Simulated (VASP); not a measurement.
Write the native input for VASP 6.6.1 that does the following.

```
Task                   : electric field gradients
Functional             : PBEsol
Potentials or basis    : VASP PAW PBE potentials, release 64 (O)
Cutoff                 : 520 eV
k mesh                 : 13 × 13 × 5
Occupations            : fermi-dirac, width 0.03 eV
Spin                   : no spin polarisation
Dipole correction      : no
Further INCAR settings : ALGO = Normal; EDIFF = 1e-08; NBANDS = 20
```

The structure of O lies in POSCAR:

```
O
1.0
    2.5609995414      0.0000000000      0.0000000000
   -1.2804997707      2.2178906619      0.0000000000
    0.0000000000      0.0000000000      6.5750000000
O
4
Direct
    0.3333333333      0.6666666667      0.1610000000
    0.6666666667      0.3333333333      0.6610000000
    0.3333333333      0.6666666667      0.3390000000
    0.6666666667      0.3333333333      0.8390000000
```

These files were run (other wordings do the same):

INCAR

```
PREC     = Accurate       # precision mode
ENCUT    = 520            # plane-wave cutoff, eV
EDIFF    = 1E-8           # SCF threshold, eV
ISMEAR   = -1             # smearing method
SIGMA    = 0.03           # smearing width, eV
LREAL    = False          # projectors in reciprocal space
LASPH    = True           # aspherical terms in the spheres
NELM     = 60             # most SCF steps
ALGO     = Normal         # electronic algorithm
ISIF     = 2              # what is computed and relaxed
LWAVE    = False          # write WAVECAR
LCHARG   = False          # write CHGCAR
GGA      = PS             # functional
LEFG     = True         
NBANDS   = 20             # bands
```

KPOINTS

```
Automatic mesh
0
Gamma
  13 13 5
```

Potentials or basis: VASP PAW PBE potentials, release 64 (O).

Run with:

```console
$ cat potpaw_PBE.64/O/POTCAR > POTCAR
$ mpirun -np 1 vasp_std > vasp.out
```

It gave:

```json
{
 "Pressure": "16.9 GPa",
 "Largest force": "4.621 eV/Å",
 "Band gap on the k mesh": "zero (band 12 reaches 3.45 eV, above the bottom of band 13 at 1.48 eV)"
}
```

Caveat: the standard files for N, O and F lose accuracy on very short bonds; spin is off for a triplet molecule; without QUAD_EFG the Cq values of the log hold for a quadrupole moment of 1 mb, not for the nuclei; the PAW data sets were made with another functional, which shifts forces and pressure a little.

Wall time 62 s on 1 thread of Intel(R) Xeon(R) Platinum 8488C (Sapphire Rapids) (shared host), peak memory 0.16 GiB.
